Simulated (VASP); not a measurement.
Nb: single point with PBE

The system is Nb.

```
CELL_PARAMETERS angstrom
-1.66395 1.66395 1.66395
1.66395 -1.66395 1.66395
1.66395 1.66395 -1.66395
ATOMIC_POSITIONS crystal
Nb 0.00000 0.00000 0.00000
```

```yaml
Program: VASP 6.6.1
Task: single point
Functional: PBE
Potentials_or_basis: VASP PAW PBE potentials, release 64 (Nb_sv)
Cutoff: 500 eV
k_mesh: 11 × 11 × 11
Occupations: gaussian, width 0.014 eV
Spin: no spin polarisation
```

```yaml
Pressure: -2.1 GPa
```

Levels at points of the mesh, in eV from the Fermi level:
```csv
k point,band 4,band 5,band 6,band 7,band 8,band 9
"(0.00, 0.00, 0.00)",-29.69,-5.83,0.43,0.43,0.43,3.27
```

Wall time 8.8 s on 1 thread of Intel Xeon 6975P-C, on a shared host, peak memory 0.14 GiB.
